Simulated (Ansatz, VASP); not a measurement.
One calculation of Rb, two programs

```
Rb
1.0
     5.18723    0.00000    0.00000
    -2.59361    4.49227    0.00000
     0.00000    0.00000    8.54037
Rb
2
Cartesian
  0.0000 2.9948 2.1351
  2.5936 1.4974 6.4053
```

Alike in both runs: task single point; functional BLYP; k mesh 8 × 8 × 5; occupations fermi-dirac, width 0.1 eV; no spin polarisation.

|  | VASP | Ansatz |
| --- | --- | --- |
| version | VASP 6.6.1 | Ansatz 0.2.0 |
| potentials or method | VASP PAW PBE potentials, release 64 (Rb_sv), cutoff 520 eV | plane waves (420 eV) with PAW, scalar-relativistic |
| valence electrons in the cell | 18 | 18 |

|  | VASP | Ansatz | Ansatz less VASP |
| --- | --- | --- | --- |
| pressure (GPa) | -0.1 | -0.1 | 0.00 |

VASP's potentials were made for PBE, not for BLYP. The functional is the same, so the differences come from potentials, cutoffs and numerics.
